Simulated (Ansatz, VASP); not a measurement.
# WO in VASP and in Ansatz

```
W O
1.0
     2.78790    0.00000    0.00000
     0.00000    2.78790    0.00000
     0.00000    0.00000    2.78790
W O
1 1
Cartesian
  0.0000 0.0000 0.0000
  1.3939 1.3939 1.3939
```

Alike in both runs: task single point; functional r2SCAN; k mesh 16 × 16 × 16; occupations gaussian, width 0.1 eV; collinear spin.

|  | VASP | Ansatz |
| --- | --- | --- |
| version | VASP 6.6.1 | Ansatz 0.2.0 |
| potentials or method | VASP PAW PBE potentials, release 64 (W_sv, O), cutoff 520 eV | scalar-relativistic, plane waves, PAW |
| valence electrons in the cell | 20 | 20 |

VASP gave:

* gap on the k mesh at the Fermi level (eV): none
* pressure (GPa): 4.9
* net moment per atom (μB): 0.00
* size of the moment on the site where the two differ most (μB): 0.00

**Question.** Estimate Ansatz's values.

**Answer.** gap on the k mesh at the Fermi level (eV): none; pressure (GPa): 3.1; net moment per atom (μB): 0.48; size of the moment on the site where the two differ most (μB): 0.60.

The net moments are unlike, so the other rows may belong to different states. VASP's potentials were made for PBE, not for r2SCAN. Site moments also hang on the region over which each program counts them. A gap of «none» marks a metal or a gap that the smearing closes. Ansatz's warnings: stability check not made.

Neither program's run includes spin-orbit coupling.
